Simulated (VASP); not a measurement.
# Fe (Im-3m) in VASP: further runs

The runs below take Fe through single point, with PBEsol.

Program: VASP 6.6.1. These are calculated values, not measurements. Logs are shortened: lines on timing, memory, paths and dates and some standing lists are left out, and cuts for length are marked.

### Step 1. The cell of the first run

It takes space group Im-3m (No. 229, cubic). The conventional cell has a = 2.886 Å, b = 2.886 Å, c = 2.886 Å, α = 90.00°, β = 90.00°, γ = 90.00°. Within 3.3 Å of Fe (site symmetry m-3m) lie 14 Fe at 2.50 to 2.89 Å.

### Step 2. Single point, PBEsol, collinear spin, ferromagnetic start

INCAR

```
SYSTEM = Fe
ALGO = Normal
EDIFF = 1E-6
ENCUT = 600
GGA = PS
GGA_COMPAT = .False.
ISIF = 2
ISMEAR = -1
ISPIN = 2
LASPH = .True.
LCHARG = .True.
LELF = .True.
LMAXMIX = 4
LORBIT = 11
LREAL = .False.
LVHAR = .True.
LWAVE = .False.
MAGMOM = 3
NBANDS = 18
NELM = 200
NUPDOWN = 3.0
PREC = Accurate
SIGMA = 0.05
```

KPOINTS

```
k-points
0
Gamma
  11 11 11
  0 0 0
```

POSCAR

```
Fe
1.0
   -1.4430000000      1.4430000000      1.4430000000
    1.4430000000     -1.4430000000      1.4430000000
    1.4430000000      1.4430000000     -1.4430000000
Fe
1
Direct
    0.0000000000      0.0000000000      0.0000000000
```

Potentials or basis: VASP PAW PBE potentials, release 64 (Fe_sv).

On the command line:

```console
cat potpaw_PBE.64/Fe_sv/POTCAR > POTCAR
mpirun -np 1 vasp_std > vasp.out
```

OUTCAR:

```text
SYSTEM = Fe
   EDIFF = 1E-6
   ENCUT = 600
   GGA = PS
   ISIF = 2
   ISMEAR = -1
   ISPIN = 2
   LASPH = .True.
   LORBIT = 11
   LREAL = .False.
   NELM = 200
   NUPDOWN = 3.0
   PREC = Accurate

 ion  position               nearest neighbor table
   1  0.000  0.000  0.000-

  LATTYP: Found a body centered cubic cell.
 ALAT       =     2.8860000000

  Lattice vectors:

 A1 = (  -1.4430000000,   1.4430000000,   1.4430000000)
 A2 = (   1.4430000000,  -1.4430000000,   1.4430000000)
 A3 = (   1.4430000000,   1.4430000000,  -1.4430000000)

Analysis of symmetry for initial positions (statically):
=====================================================================
 Subroutine PRICEL returns:
 Original cell was already a primitive cell.

 Routine SETGRP: Setting up the symmetry group for a
 body centered cubic supercell.

 Subroutine GETGRP returns: Found 48 space group operations
 (whereof 48 operations were pure point group operations)
 out of a pool of 48 trial point group operations.

The static configuration has the point symmetry O_h .

Analysis of symmetry for dynamics (positions and initial velocities):
=====================================================================
 Subroutine PRICEL returns:
 Original cell was already a primitive cell.

 Routine SETGRP: Setting up the symmetry group for a
 body centered cubic supercell.

 Subroutine GETGRP returns: Found 48 space group operations
 (whereof 48 operations were pure point group operations)
 out of a pool of 48 trial point group operations.

The dynamic configuration has the point symmetry O_h .

Analysis of structural, dynamic, and magnetic symmetry:
=====================================================================
 Subroutine PRICEL returns:
 Original cell was already a primitive cell.

 Routine SETGRP: Setting up the symmetry group for a
 body centered cubic supercell.

 Subroutine GETGRP returns: Found 48 space group operations
 (whereof 48 operations were pure point group operations)
 out of a pool of 48 trial point group operations.

The overall configuration has the point symmetry O_h .

 Subroutine INISYM returns: Found 48 space group operations
 (whereof 48 operations are pure point group operations),
 and found     1 'primitive' translations

----------------------------------------------------------------------------------------

                                     Primitive cell

  volume of cell :      12.0187

  direct lattice vectors                    reciprocal lattice vectors
    -1.443000000  1.443000000  1.443000000     0.000000000  0.346500347  0.346500347
     1.443000000 -1.443000000  1.443000000     0.346500347  0.000000000  0.346500347
     1.443000000  1.443000000 -1.443000000     0.346500347  0.346500347  0.000000000

  length of vectors
     2.499349315  2.499349315  2.499349315     0.490025489  0.490025489  0.490025489

  position of ions in fractional coordinates (direct lattice)
     0.000000000  0.000000000  0.000000000

  ion indices of the primitive-cell ions
   primitive index   ion index
                 1           1

----------------------------------------------------------------------------------------

 KPOINTS: k-points

Automatic generation of k-mesh.
 Grid dimensions read from file:
 generate k-points for:   11   11   11

 Generating k-lattice:

  Cartesian coordinates                     Fractional coordinates (reciprocal lattice)
     0.000000000  0.031500032  0.031500032     0.090909091  0.000000000  0.000000000
     0.031500032  0.000000000  0.031500032     0.000000000  0.090909091  0.000000000
     0.031500032  0.031500032  0.000000000     0.000000000  0.000000000  0.090909091

  Length of vectors
     0.044547772  0.044547772  0.044547772

  Shift w.r.t. Gamma in fractional coordinates (k-lattice)
     0.000000000  0.000000000  0.000000000

 Subroutine IBZKPT returns following result:
 ===========================================

 Found     56 irreducible k-points:

 Following reciprocal coordinates:
            Coordinates               Weight
  0.000000  0.000000  0.000000      1.000000
  0.090909  0.000000  0.000000     12.000000
  0.181818  0.000000  0.000000     12.000000
  0.272727  0.000000  0.000000     12.000000
  0.363636  0.000000  0.000000     12.000000
  0.454545  0.000000  0.000000     12.000000
[... 16 lines left out ...]
  0.272727  0.181818  0.090909     48.000000
  0.363636  0.181818  0.090909     24.000000
 [... further k-points ...]
   k-points           NKPTS =     56   k-points in BZ     NKDIM =     56   number of bands    NBANDS=     18
   number of dos      NEDOS =    301   number of ions     NIONS =      1
   total plane-waves  NPLWV =   8000
   dimension x,y,z NGX =    20 NGY =   20 NGZ =   20
   dimension x,y,z NGXF=    40 NGYF=   40 NGZF=   40
   ions per type =               1
   NGX,Y,Z   is equivalent  to a cutoff of  13.30, 13.30, 13.30 a.u.
   NGXF,Y,Z  is equivalent  to a cutoff of  26.61, 26.61, 26.61 a.u.
 SYSTEM =  Fe
   PREC   = accura    normal or accurate (medium, high low for compatibility)
   ISTART =      0    job   : 0-new  1-cont  2-samecut
   ICHARG =      2    charge: 1-file 2-atom 10-const
   ISPIN  =      2    spin polarized calculation?
   LNONCOLLINEAR =      F non collinear calculations
   LSORBIT =      F    spin-orbit coupling
   LASPH  =      T    aspherical Exc in radial PAW
   ENCUT  =  600.0 eV  44.10 Ry    6.64 a.u.   4.99  4.99  4.99*2*pi/ulx,y,z
   NELM   =    200;   NELMIN=  2; NELMDL= -5     # of ELM steps
   EDIFF  = 0.1E-05   stopping-criterion for ELM
   LREAL  =      F    real-space projection
   EDIFFG = 0.1E-04   stopping-criterion for IOM
   NSW    =      0    number of steps for IOM
   IBRION =     -1    ionic relax: 0-MD 1-quasi-New 2-CG
   NFREE  =      0    steps in history (QN), initial steepest desc. (CG)
   ISIF   =      2    stress and relaxation
   ISYM   =      2    0-nonsym 1-usesym 2-fastsym
   POTIM  = 0.5000    time-step for ionic-motion
   TEBEG  =    0.0;   TEEND  =   0.0 temperature during run
   PSTRESS=    0.0 pullay stress
   NELECT =      16.0000    total number of electrons
   NUPDOWN=       3.0000    fix difference up-down
   EMIN   =  10.00;   EMAX   =-10.00  energy-range for DOS
   EFERMI =   0.00;   METHOD = LEGACY
   ISMEAR =    -1;   SIGMA  =   0.05  broadening in eV -4-tet -1-fermi 0-gaus
   EFERMI_NEDOS =   21; number of points for ismear=-14 and -15
   IALGO  =     38    algorithm
   IMIX   =      4    mixing-type and parameters
     AMIX     =   0.40;   BMIX     =  1.00
     AMIX_MAG =   1.60;   BMIX_MAG =  1.00
  volume/ion in A,a.u.               =      12.02        81.11
  Fermi-wavevector in a.u.,A,eV,Ry     =   1.800923  3.403251 44.128101  3.243324
  Thomas-Fermi vector in A             =   2.861551
   LORBIT       =     11    0 simple, 1 ext, 2 COOP (PROOUT), +10 PAW based schemes
   GGA     = PS    functional components
   LHFCALC =     F    Hartree Fock is set to
   AEXX    =    0.0000 exact exchange contribution
   IVDW    =     0    specifies the selected vdW correction
   LEPSILON=     F    determine dielectric tensor
   LRPA    =     F    only Hartree local field effects (RPA)
 spin polarized calculation
  energy-cutoff  :      600.00
  volume of cell :       12.02
 maximum number of plane-waves:       414
   NGX =  9   NGY =  9   NGZ =  9

 number of electron      16.0000007 magnetization       3.0000002

 Free energy of the ion-electron system (eV)
  ---------------------------------------------------
  ext. energy  EPLUGINS =         0.00000000
  ---------------------------------------------------
  free energy    TOTEN  =        -8.73477879 eV

  energy without entropy =       -8.72276888  energy(sigma->0) =       -8.72877384

 E-fermi :  10.8897     XC(G=0): -13.5465

 val. band max:       12.0739601276   @ k =  -0.4545   0.4545   0.0909
 cond. band min:      10.9079187211   @ k =   0.3636   0.0000   0.0000
 fundamental gap:     -1.1660414065
 Fermi energy:        12.3976230821

 spin component 1

 k-point     1 :       0.0000    0.0000    0.0000
  band No.  band energies     occupation
      1     -76.9130      1.00000
      2     -42.8679      1.00000
      3     -42.8679      1.00000
      4     -42.8679      1.00000
      5       2.6511      1.00000
      6       8.5683      1.00000
[... 10 lines left out ...]
     17      41.6942      0.00000
     18      41.6942      0.00000

 k-point     2 :       0.0909    0.0000    0.0000
  band No.  band energies     occupation
      1     -76.9081      1.00000
      2     -42.8967      1.00000
      3     -42.8778      1.00000
      4     -42.8682      1.00000
      5       2.9759      1.00000
      6       8.4837      1.00000
[... 10 lines left out ...]
     17      41.1440      0.00000
     18      42.5374      0.00000
[... 442 lines left out ...]
 k-point    24 :       0.3636    0.1818    0.0909
  band No.  band energies     occupation
      1     -76.8473      1.00000
      2     -43.1497      1.00000
      3     -43.0234      1.00000
      4     -42.9207      1.00000
      5       7.0078      1.00000
      6       7.5382      1.00000
[... 10 lines left out ...]
     17      49.7721      0.00000
     18      50.0185      0.00000

 [... further k-points ...]

 spin component 2

 k-point     1 :       0.0000    0.0000    0.0000
  band No.  band energies     occupation
      1     -73.5376      1.00000
      2     -39.5513      1.00000
      3     -39.5513      1.00000
      4     -39.5513      1.00000
      5       3.2218      1.00000
      6      11.3052      0.00025
[... 10 lines left out ...]
     17      43.0129      0.00000
     18      43.0129      0.00000

 k-point     2 :       0.0909    0.0000    0.0000
  band No.  band energies     occupation
      1     -73.5322      1.00000
      2     -39.5837      1.00000
      3     -39.5621      1.00000
      4     -39.5515      1.00000
      5       3.5492      1.00000
      6      11.1977      0.00211
[... 10 lines left out ...]
     17      41.7689      0.00000
     18      43.7318      0.00000
[... 442 lines left out ...]
 k-point    24 :       0.3636    0.1818    0.0909
  band No.  band energies     occupation
      1     -73.4647      1.00000
      2     -39.8695      1.00000
      3     -39.7260      1.00000
      4     -39.6112      1.00000
      5       8.9785      1.00000
      6       9.8579      1.00000
[... 10 lines left out ...]
     17      50.1669      0.00000
     18      51.0787      0.00000

 [... further k-points ...]
[... 5 lines left out ...]
  --------------------------------------------------------------------------------------
  -------------------------------------------------------------------------------------
  Total       -0.1712348     -0.1712348     -0.1712348      0.0000000      0.0000000      0.0000000
  in kB      -22.8267306    -22.8267306    -22.8267306      0.0000000      0.0000000      0.0000000
  external PRESSURE =     -22.8267306 kB  Pullay stress =       0.0000000 kB

 VOLUME and BASIS-vectors are now :
 -----------------------------------------------------------------------------
  energy-cutoff  :      600.00
  volume of cell :       12.02
      direct lattice vectors                 reciprocal lattice vectors
    -1.443000000  1.443000000  1.443000000     0.000000000  0.346500347  0.346500347
     1.443000000 -1.443000000  1.443000000     0.346500347  0.000000000  0.346500347
     1.443000000  1.443000000 -1.443000000     0.346500347  0.346500347  0.000000000

 POSITION                                       TOTAL-FORCE (eV/Angst)
 -----------------------------------------------------------------------------------
      0.00000      0.00000      0.00000         0.000000      0.000000      0.000000
 -----------------------------------------------------------------------------------
    total drift:                                0.000000     -0.000000      0.000000

  FREE ENERGIE OF THE ION-ELECTRON SYSTEM (eV)
  ---------------------------------------------------
  free  energy   TOTEN  =        -8.7347787948 eV

  energy  without entropy=       -8.7227688845  energy(sigma->0) =       -8.72877384

 total charge

# of ion       s       p       d       tot
------------------------------------------
    1        2.187   6.031   5.482  13.700

 magnetization (x)

# of ion       s       p       d       tot
------------------------------------------
    1        0.008   0.008   2.838   2.854
```

It used 34 s of CPU time on 1 thread of AMD EPYC 7R13 Processor (Zen 3) (shared host).

Results:

| Quantity | Value |
| --- | --- |
| Free energy | -8.7348 eV |
| Pressure | -2.3 GPa |
| Net moment | 3.00 μB per cell |
| Site moments | Fe +2.85 μB |
| Valence electrons inside the program's atomic spheres | Fe 13.70 |

Caveat: the PAW data sets were made with another functional, which shifts forces and pressure a little; the total moment is fixed, so each spin has its own Fermi level.

### Step 3. Single point, PBEsol, collinear spin, ferromagnetic start

INCAR

```
  PREC = Accurate
  ENCUT = 600
  EDIFF = 1E-6
  ISMEAR = -1
  SIGMA = 0.05
  LREAL = False
  LASPH = True
  NELM = 200
  ALGO = Normal
  ISIF = 2
  LWAVE = False
  LCHARG = False
  ISPIN = 2
  MAGMOM = 3
  LORBIT = 11
  LMAXMIX = 4
  GGA = PS
  NBANDS = 18
  GGA_COMPAT = False
```

KPOINTS

```
Automatic mesh
0
Gamma
  13 13 13
```

POSCAR is that of step 2.

Potentials or basis: VASP PAW PBE potentials, release 64 (Fe_sv).

On the command line:

```console
cat potpaw_PBE.64/Fe_sv/POTCAR > POTCAR
mpirun -np 1 vasp_std > vasp.out
```

Wall time 15 s (1 thread of Intel Xeon 6975P-C (Granite Rapids), shared host); peak memory 0.15 GiB.

Results (log left out):

| Item | Value |
| --- | --- |
| Free energy | -8.9538 eV |
| Pressure | -21.1 GPa |
| Net moment | 2.26 μB per cell |
| Site moments | Fe +2.26 μB |
| Valence electrons inside the program's atomic spheres | Fe 13.71 |

Levels at points of the mesh, in eV from the Fermi level:
Spin up:
```
           k point  band 6  band 7  band 8  band 9  band 10  band 11  band 12  band 13
(0.00, 0.00, 0.00)   -2.19   -2.19   -2.19   -1.03    -1.03    23.90    23.90    23.90
```
Spin down:
```csv
k point,band 4,band 5,band 6,band 7,band 8,band 9,band 10,band 11
"(0.00, 0.00, 0.00)",-51.04,-7.99,-0.18,-0.18,-0.18,1.69,1.69,23.78
```

Caveat: the PAW data sets were made with another functional, which shifts forces and pressure a little.
